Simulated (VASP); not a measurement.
# BaBi9Rh2 (P1) in VASP: a series of runs

Runs on BaBi9Rh2. Level: PBE. Tasks: single point.

Program: VASP 6.6.1. These are calculated values, not measurements. Logs are shortened: lines on timing, memory, paths and dates and some standing lists are left out, and cuts for length are marked.

## Step 1: The cell of the first run

The typed cell holds 12 atoms: a = 9.728 Å, b = 9.886 Å, c = 4.727 Å, α = 87.87°, β = 89.38°, γ = 60.53°.

## Step 2: Single point, PBE

Input file INCAR:

```
SYSTEM = BaBi9Rh2
PREC = Accurate ; ENCUT = 400
EDIFF = 1E-6 ; ISMEAR = -1
SIGMA = 0.1 ; LREAL = .False.
LASPH = .True. ; NELM = 120
ALGO = Normal ; ISIF = 2
LWAVE = .False. ; LCHARG = .False.
GGA = PE ; NBANDS = 100
GGA_COMPAT = .False.
```

Input file KPOINTS:

```
regular mesh
0
Gamma
  2 2 3
  0 0 0
```

Input file POSCAR:

```
BaBi9Rh2
1.0
    4.8639570000      8.4240600000      0.0527570000
   -5.0201200000      8.5142210000      0.1826230000
   -0.0626190000      0.0655270000      4.7261200000
Rh Ba Bi
2 1 9
Direct
    0.7010951244      0.6721973270      1.0349780861
    0.3693562364      0.2904592686      1.0031055771
    0.9792902122      0.9779969258      0.0006795963
    0.4251708018      0.7951824180      0.5115114862
    0.2062611153      0.1946389695      0.5139528260
    0.7704700084      0.4383238201      0.5005959017
    0.6220194335      0.1791368118      0.4769875963
    0.7898901261      0.7767781624      0.4870090493
    0.2265341843      0.5923747633      0.4696200011
    0.0317156333      0.4711833780     -0.0268867789
    0.4959628951      0.5199825633      1.0288942536
    0.5115672114      0.9809753924      0.0320147562
```

Potentials or basis: VASP PAW PBE potentials, release 64 (Rh_pv, Ba_sv, Bi_d).

Run with:

```bash
> cat potpaw_PBE.64/Rh_pv/POTCAR potpaw_PBE.64/Ba_sv/POTCAR potpaw_PBE.64/Bi_d/POTCAR > POTCAR
> mpirun -np 1 vasp_std > vasp.out
```

OUTCAR:

```text
SYSTEM = BaBi9Rh2
   PREC = Accurate
   ENCUT = 400
   EDIFF = 1E-6
   ISMEAR = -1
   LREAL = .False.
   LASPH = .True.
   NELM = 120
   ISIF = 2
   GGA = PE

 ion  position               nearest neighbor table
   1  0.701  0.672  0.035-  12 2.68   8 2.73  10 2.85   6 2.96   8 3.03  11 3.03   4 3.26   6 3.32
                             4 3.39
   2  0.369  0.290  0.003-  12 2.66  10 2.87  11 3.07   7 3.09   5 3.24   5 3.24   7 3.29   9 3.47
                             9 3.55
   3  0.979  0.978  0.001-   7 3.80   7 3.90   9 3.96   8 3.98   8 4.16   9 4.26
   4  0.425  0.795  0.512-  12 3.22   1 3.26   1 3.39  11 3.40   9 3.41  11 3.42   5 3.44   8 3.46
                            12 3.47   6 3.48
   5  0.206  0.195  0.514-   2 3.24   2 3.24  10 3.30   4 3.44  10 3.45  12 3.54  12 3.59   6 3.70

   6  0.770  0.438  0.501-   1 2.96  11 3.26   1 3.32   8 3.44  11 3.45   4 3.48   7 3.51  10 3.54
                            10 3.66   5 3.70
   7  0.622  0.179  0.477-   2 3.09   2 3.29  12 3.44   8 3.48   6 3.51  11 3.58  12 3.67   3 3.80
                             3 3.90
   8  0.790  0.777  0.487-   1 2.73   1 3.03  12 3.23   6 3.44   4 3.46   7 3.48  10 3.54  12 3.59
                             9 3.71  10 3.74   3 3.98   3 4.16
   9  0.227  0.592  0.470-  11 3.14   4 3.41   2 3.47  11 3.54  10 3.55   2 3.55  10 3.62   8 3.71
                             3 3.96   3 4.26
  10  0.032  0.471  0.973-   1 2.85   2 2.87   5 3.30   5 3.45   6 3.54   8 3.54   9 3.55   9 3.62
                             6 3.66   8 3.74
  11  0.496  0.520  0.029-   1 3.03   2 3.07   9 3.14   6 3.26   4 3.40   4 3.42   6 3.45   9 3.54
                             7 3.58
  12  0.512  0.981  0.032-   2 2.66   1 2.68   4 3.22   8 3.23   7 3.44   4 3.47   5 3.54   5 3.59
                             8 3.59   7 3.67

  LATTYP: Found a triclinic cell.
 ALAT       =     4.7269890185
 B/A-ratio  =     2.8541089189
 C/A-ratio  =     2.3513801215
 COS(alpha) =     0.0023108229
 COS(beta)  =     0.4583113996
 COS(gamma) =     0.6929546036

  Lattice vectors:

 A1 = (   0.0626190000,  -0.0655270000,  -4.7261200000)
 A2 = (   4.9891950000,   8.2930060000,  -9.3994830000)
 A3 = (   5.0827390000,  -8.5797480000,  -4.9087430000)

Analysis of symmetry for initial positions (statically):
=====================================================================
 Subroutine PRICEL returns:
 Original cell was already a primitive cell.

 Routine SETGRP: Setting up the symmetry group for a
 triclinic supercell.

 Subroutine GETGRP returns: Found  1 space group operations
 (whereof  1 operations were pure point group operations)
 out of a pool of  2 trial point group operations.

The static configuration has the point symmetry C_1 .

Analysis of symmetry for dynamics (positions and initial velocities):
=====================================================================
 Subroutine PRICEL returns:
 Original cell was already a primitive cell.

 Routine SETGRP: Setting up the symmetry group for a
 triclinic supercell.

 Subroutine GETGRP returns: Found  1 space group operations
 (whereof  1 operations were pure point group operations)
 out of a pool of  2 trial point group operations.

The dynamic configuration has the point symmetry C_1 .

 Subroutine INISYM returns: Found  1 space group operations
 (whereof  1 operations are pure point group operations),
 and found     1 'primitive' translations

----------------------------------------------------------------------------------------

                                     Primitive cell

  volume of cell :     395.4447

  direct lattice vectors                    reciprocal lattice vectors
     4.863957000  8.424060000  0.052757000     0.101726634  0.059968564  0.000516377
    -5.020120000  8.514221000  0.182623000    -0.100670603  0.058139470 -0.002139937
    -0.062619000  0.065527000  4.726120000     0.002754474 -0.002916000  0.211666982

  length of vectors
     9.727571531  9.885692450  4.726989019     0.118088117  0.116272729  0.211704987

  position of ions in fractional coordinates (direct lattice)
     0.701095124  0.672197327  0.034978086
     0.369356236  0.290459269  0.003105577
[... 27 lines left out ...]

 KPOINTS: regular mesh

Automatic generation of k-mesh.
 Grid dimensions read from file:
 generate k-points for:    2    2    3

 Generating k-lattice:

  Cartesian coordinates                     Fractional coordinates (reciprocal lattice)
     0.050863317  0.029984282  0.000258189     0.500000000  0.000000000  0.000000000
    -0.050335302  0.029069735 -0.001069968    -0.000000000  0.500000000  0.000000000
     0.000918158 -0.000972000  0.070555661    -0.000000000  0.000000000  0.333333333

  Length of vectors
     0.059044059  0.058136365  0.070568329

  Shift w.r.t. Gamma in fractional coordinates (k-lattice)
     0.000000000  0.000000000  0.000000000

 Subroutine IBZKPT returns following result:
 ===========================================

 Found      8 irreducible k-points:

 Following reciprocal coordinates:
            Coordinates               Weight
  0.000000  0.000000  0.000000      1.000000
  0.500000 -0.000000 -0.000000      1.000000
  0.000000  0.500000 -0.000000      1.000000
  0.500000  0.500000  0.000000      1.000000
 -0.000000  0.000000  0.333333      2.000000
  0.500000  0.000000  0.333333      2.000000
  0.000000  0.500000  0.333333      2.000000
  0.500000  0.500000  0.333333      2.000000
   k-points           NKPTS =      8   k-points in BZ     NKDIM =      8   number of bands    NBANDS=    100
   number of dos      NEDOS =    301   number of ions     NIONS =     12
   total plane-waves  NPLWV = 131072
   dimension x,y,z NGX =    64 NGY =   64 NGZ =   32
   dimension x,y,z NGXF=   128 NGYF=  128 NGZF=   64
   ions per type =               2   1   9
   NGX,Y,Z   is equivalent  to a cutoff of  10.94, 10.76, 11.25 a.u.
   NGXF,Y,Z  is equivalent  to a cutoff of  21.88, 21.53, 22.51 a.u.
 SYSTEM =  BaBi9Rh2
   PREC   = accura    normal or accurate (medium, high low for compatibility)
   ISTART =      0    job   : 0-new  1-cont  2-samecut
   ICHARG =      2    charge: 1-file 2-atom 10-const
   ISPIN  =      1    spin polarized calculation?
   LNONCOLLINEAR =      F non collinear calculations
   LSORBIT =      F    spin-orbit coupling
   LASPH  =      T    aspherical Exc in radial PAW
   ENCUT  =  400.0 eV  29.40 Ry    5.42 a.u.  15.86 16.12  7.71*2*pi/ulx,y,z
   NELM   =    120;   NELMIN=  2; NELMDL= -5     # of ELM steps
   EDIFF  = 0.1E-05   stopping-criterion for ELM
   LREAL  =      F    real-space projection
   EDIFFG = 0.1E-04   stopping-criterion for IOM
   NSW    =      0    number of steps for IOM
   IBRION =     -1    ionic relax: 0-MD 1-quasi-New 2-CG
   NFREE  =      0    steps in history (QN), initial steepest desc. (CG)
   ISIF   =      2    stress and relaxation
   ISYM   =      2    0-nonsym 1-usesym 2-fastsym
   POTIM  = 0.5000    time-step for ionic-motion
   TEBEG  =    0.0;   TEEND  =   0.0 temperature during run
   PSTRESS=    0.0 pullay stress
   NELECT =     175.0000    total number of electrons
   NUPDOWN=      -1.0000    fix difference up-down
   EMIN   =  10.00;   EMAX   =-10.00  energy-range for DOS
   EFERMI =   0.00;   METHOD = LEGACY
   ISMEAR =    -1;   SIGMA  =   0.10  broadening in eV -4-tet -1-fermi 0-gaus
   EFERMI_NEDOS =   21; number of points for ismear=-14 and -15
   IALGO  =     38    algorithm
   IMIX   =      4    mixing-type and parameters
     AMIX     =   0.40;   BMIX     =  1.00
     AMIX_MAG =   1.60;   BMIX_MAG =  1.00
  volume/ion in A,a.u.               =      32.95       222.38
  Fermi-wavevector in a.u.,A,eV,Ry     =   1.247553  2.357533 21.175942  1.556388
  Thomas-Fermi vector in A             =   2.381680
   LORBIT       =      0    0 simple, 1 ext, 2 COOP (PROOUT), +10 PAW based schemes
   GGA     = PE    functional components
   LHFCALC =     F    Hartree Fock is set to
   AEXX    =    0.0000 exact exchange contribution
   IVDW    =     0    specifies the selected vdW correction
   LEPSILON=     F    determine dielectric tensor
   LRPA    =     F    only Hartree local field effects (RPA)
 non-spin polarized calculation
  energy-cutoff  :      400.00
  volume of cell :      395.44
 maximum number of plane-waves:      7195
 NGX is ok and might be reduce to    64
   NGX = 31   NGY = 33   NGZ = 15

 number of electron     174.9999976 magnetization

 Free energy of the ion-electron system (eV)
  ---------------------------------------------------
  ext. energy  EPLUGINS =         0.00000000
  ---------------------------------------------------
  free energy    TOTEN  =       -51.52153232 eV

  energy without entropy =      -51.24973434  energy(sigma->0) =      -51.38563333

 E-fermi :   6.4428     XC(G=0):  -9.7003

 val. band max:        6.4197840315   @ k =   0.0000   0.0000   0.0000
 cond. band min:       6.4552092446   @ k =   0.0000   0.5000  -0.0000
 fundamental gap:      0.0354252131
 Fermi energy:         6.4428424459

 k-point     1 :       0.0000    0.0000    0.0000
  band No.  band energies     occupation
      1     -39.4725      2.00000
      2     -39.4449      2.00000
      3     -39.3570      2.00000
      4     -39.1786      2.00000
      5     -39.1159      2.00000
      6     -39.0064      2.00000
[... 805 lines left out ...]
     98       8.7333      0.00000
     99       9.0010      0.00000
 [bands above 99 left out]

------------------------ aborting loop because EDIFF is reached ----------------------------------------

  FORCE on cell =-STRESS in cart. coord.  units (eV):
  Direction    XX          YY          ZZ          XY          YZ          ZX
  --------------------------------------------------------------------------------------
  -------------------------------------------------------------------------------------
  Total       -0.4809630     -3.5883751     -2.7411357     -1.3473242      0.1389205      0.1927150
  in kB       -1.9486617    -14.5386006    -11.1059396     -5.4587961      0.5628478      0.7808007
  external PRESSURE =      -9.1977340 kB  Pullay stress =       0.0000000 kB

 VOLUME and BASIS-vectors are now :
 -----------------------------------------------------------------------------
  energy-cutoff  :      400.00
  volume of cell :      395.44
      direct lattice vectors                 reciprocal lattice vectors
     4.863957000  8.424060000  0.052757000     0.101726634  0.059968564  0.000516377
    -5.020120000  8.514221000  0.182623000    -0.100670603  0.058139470 -0.002139937
    -0.062619000  0.065527000  4.726120000     0.002754474 -0.002916000  0.211666982

 POSITION                                       TOTAL-FORCE (eV/Angst)
 -----------------------------------------------------------------------------------
      0.03339     11.63160      0.32506         0.489819     -0.831240     -0.491764
      0.33820      5.58472      0.08721        -0.147226      0.364204      0.052430
     -0.14648     16.57653      0.23348         0.104441      0.097484     -0.080445
     -1.95593     10.38554      2.58511        -0.154832     -0.378025      0.235664
     -0.00605      3.42843      2.47543        -0.079541      0.455479     -0.091535
      1.51575     10.25527      2.48657         0.512172      0.205008      0.044884
      2.09632      6.79640      2.31983        -0.744269     -0.196601      0.121691
     -0.08802     13.29966      2.48519         0.379658      0.715037      0.701500
     -1.90135      6.98272      2.33961         0.020816     -0.425673      0.333817
     -2.27207      4.34270      4.68677         0.110705      0.196847      0.146196
     -0.19984      8.60716      0.25768         0.199309     -0.463139     -0.429956
     -2.43838     12.66381      0.35744        -0.691053      0.260619     -0.542483
 -----------------------------------------------------------------------------------
    total drift:                               -0.001423     -0.000559      0.000379

  FREE ENERGIE OF THE ION-ELECTRON SYSTEM (eV)
  ---------------------------------------------------
  free  energy   TOTEN  =       -51.5215323164 eV

  energy  without entropy=      -51.2497343433  energy(sigma->0) =      -51.38563333
```

Wall time 3.1 min (1 thread of Intel Xeon 6975P-C (Granite Rapids), shared host); peak memory 0.42 GiB.

Results:

```
Free energy            : -51.5215 eV
Pressure               : -0.9 GPa
Largest force          : 1.083 eV/Å
Band gap on the k mesh : zero (an odd number of electrons rules out a gap without spin polarisation)
```

Forces on the atoms (eV/Å):
```
Rh   0.490 -0.831 -0.492
Rh  -0.147  0.364  0.052
Ba   0.104  0.097 -0.080
Bi  -0.155 -0.378  0.236
Bi  -0.080  0.455 -0.092
Bi   0.512  0.205  0.045
Bi  -0.744 -0.197  0.122
Bi   0.380  0.715  0.702
Bi   0.021 -0.426  0.334
Bi   0.111  0.197  0.146
Bi   0.199 -0.463 -0.430
Bi  -0.691  0.261 -0.542
```

Caveat: the k points lie up to 0.44 Å⁻¹ apart, too coarse for converged energies and pressures of a metal; spin-orbit coupling is left out, which moves the levels of the heavy elements; forces of over 1 eV/Å act on the atoms, so gaps and moduli don't describe the material at rest.

## Step 3: Single point, PBE

This run uses another cell than the first one, of 34.00 Å³/atom.

Input file INCAR:

```
ALGO = Normal
EDIFF = 1E-6
ENCUT = 400
GGA = PE
GGA_COMPAT = F
ISIF = 2
ISMEAR = -1
LASPH = T
LCHARG = F
LREAL = F
LWAVE = F
NBANDS = 100
NELM = 120
PREC = Accurate
SIGMA = 0.1
```

Input file KPOINTS:

```
k-points
0
Gamma
  2 2 3
```

Input file POSCAR:

```
BaBi9Rh2
1.0
    4.9148520000      8.5122060000      0.0533090000
   -5.0726490000      8.6033110000      0.1845340000
   -0.0632740000      0.0662120000      4.7755730000
Rh Ba Bi
2 1 9
Direct
    0.7093500035      0.6726322363      1.0368562565
    0.3803359692      0.2889277249      1.0053586619
    1.0004734968      0.9680117870     -0.0156913796
    0.4079020748      0.8128734137      0.5067771691
    0.2101904294      0.1940691113      0.5103734377
    0.7670598207      0.4398164777      0.4901203927
    0.6347118594      0.1689423275      0.4873363975
    0.7917807257      0.7757923097      0.5077756959
    0.2296381017      0.6123327369      0.4720775943
    0.0487875202      0.4510316137     -0.0347318493
    0.4948065462      0.5147903456      1.0578944215
    0.5128680326      0.9796015604      0.0170781022
```

Potentials or basis: VASP PAW PBE potentials, release 64 (Rh_pv, Ba_sv, Bi_d).

Run with:

```bash
> cat potpaw_PBE.64/Rh_pv/POTCAR potpaw_PBE.64/Ba_sv/POTCAR potpaw_PBE.64/Bi_d/POTCAR > POTCAR
> mpirun -np 1 vasp_std > vasp.out
```

Run time: 3.2 min. Hardware: 1 thread of Intel Xeon 6975P-C (Granite Rapids), shared host; peak memory 0.46 GiB.

Results (log left out):

```yaml
Free_energy: -51.2226 eV
Pressure: -2.3 GPa
Largest_force: 0.836 eV/Å
Band_gap_on_the_k_mesh: zero (an odd number of electrons rules out a gap without spin polarisation)
```

Forces on the atoms (eV/Å):
```
Rh   0.531 -0.515 -0.187
Rh   0.172  0.241  0.067
Ba   0.006  0.038 -0.001
Bi   0.062 -0.285  0.235
Bi  -0.128  0.463 -0.191
Bi   0.337  0.406  0.141
Bi  -0.815 -0.177 -0.045
Bi   0.359  0.321  0.171
Bi  -0.198 -0.547  0.543
Bi  -0.268  0.134  0.268
Bi   0.293 -0.291 -0.720
Bi  -0.351  0.210 -0.281
```

Stress tensor (GPa, compression positive):
```
-1.83 -0.32 -0.15
-0.32 -2.78 -0.02
-0.15 -0.02 -2.16
```

Levels at points of the mesh, in eV from the Fermi level:
```tsv
k point	band 85	band 86	band 87	band 88	band 89	band 90	band 91	band 92
(0.00, 0.00, 0.00)	-0.42	-0.37	-0.11	-0.05	0.12	0.29	0.43	0.62
(0.50, 0.00, 0.00)	-0.38	-0.16	0.02	0.15	0.48	0.66	0.97	1.13
(0.00, 0.50, 0.00)	-0.48	-0.23	0.01	0.31	0.32	0.69	0.91	1.06
(0.50, 0.50, 0.00)	-0.46	-0.12	-0.01	0.10	0.50	0.60	0.90	1.17
```

Caveat: the k points lie up to 0.44 Å⁻¹ apart, too coarse for converged energies and pressures of a metal; spin-orbit coupling is left out, which moves the levels of the heavy elements.
